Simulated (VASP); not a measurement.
A run of VASP 6.6.1:

The input INCAR:

```
SYSTEM = CuO
PREC = Accurate ; ENCUT = 600
EDIFF = 1E-6 ; ISMEAR = 0
SIGMA = 0.1 ; LREAL = .FALSE.
LASPH = .TRUE. ; NELM = 200
ALGO = Normal ; ISIF = 2
LWAVE = .FALSE. ; LCHARG = .FALSE.
LMAXMIX = 4 ; LDAU = .TRUE.
LDAUTYPE = 2 ; LDAUL = 2 -1
LDAUU = 4 0 ; LDAUJ = 0 0
LDAUPRINT = 1 ; GGA = PE
NBANDS = 44 ; GGA_COMPAT = .FALSE.
KPAR = 4
```

File KPOINTS:

```
Automatic mesh
0
G
  8 8 8
  0 0 0
```

The input POSCAR:

```
CuO
1.0
    4.1995125666      0.0000000000      0.0000000000
    0.0000000000      4.1825611461      0.0000000000
   -0.0065475331      0.0000000000      5.1734548405
Cu O
4 4
Direct
    0.2500000000      0.7500000000      0.5000000000
    0.2500000000      0.2500000000      0.0000000000
    0.7500000000      0.2500000000      0.5000000000
    0.7500000000      0.7500000000      0.0000000000
    0.5000000000      0.9996528157      0.2500000000
    0.5000000000      0.0003471843      0.7500000000
    0.0000000000      0.4996528157      0.2500000000
    0.0000000000      0.5003471843      0.7500000000
```

Potentials or basis: VASP PAW PBE potentials, release 64 (Cu, O).

Command:

```console
$ cat potpaw_PBE.64/Cu/POTCAR potpaw_PBE.64/O/POTCAR > POTCAR
$ mpirun -np 4 vasp_std > vasp.out
```

Hardware: 4 MPI ranks on Intel(R) Xeon(R) Platinum 8259CL CPU @ 2.50GHz (Skylake/Cascade Lake), on a shared host.

Task: How long does it take, and how much memory?

Result: It took 6.7 min on 4 MPI ranks on Intel(R) Xeon(R) Platinum 8259CL CPU @ 2.50GHz (Skylake/Cascade Lake) (shared host), peak memory 0.65 GiB a rank. Counts: scf iterations 15, k points 170.
